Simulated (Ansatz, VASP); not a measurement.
## One calculation of MgO, two programs

```
CELL_PARAMETERS angstrom
3.70348 0.00000 0.00000
-1.85174 3.20731 0.00000
0.00000 0.00000 4.18345
ATOMIC_POSITIONS crystal
Mg 0.66667 0.33333 0.75000
Mg 0.33333 0.66667 0.25000
O 0.66667 0.33333 0.25000
O 0.33333 0.66667 0.75000
```

Alike in both runs: task single point; functional PBEsol; k mesh 9 × 9 × 6; occupations gaussian, width 0.05 eV; no spin polarisation.

|  | VASP | Ansatz |
| --- | --- | --- |
| version | VASP 6.6.1 | Ansatz 0.2.0 |
| potentials or method | VASP PAW PBE potentials, release 64 (Mg, O), cutoff 520 eV | scalar-relativistic, plane waves, PAW |
| valence electrons in the cell | 16 | 32 |

|  | VASP | Ansatz | Ansatz less VASP |
| --- | --- | --- | --- |
| gap on the k mesh at the Fermi level (eV) | 2.84 | 2.85 | +0.009 |
| least direct gap on the mesh (eV) | 2.84 | 2.85 | +0.009 |
| pressure (GPa) | -11.2 | -10.7 | +0.50 |
| traceless stress, the component that is largest in VASP (GPa) | 3.36 | 3.42 | +0.058 |

VASP's potentials were made for PBE, not for PBEsol, and Ansatz warns of the same on its side. With one functional, cell and mesh, what is left measures potentials, basis and numerics. VASP's potentials hold 16 valence electrons a cell and Ansatz's 32, so a difference there can come from the potentials and not from the codes.
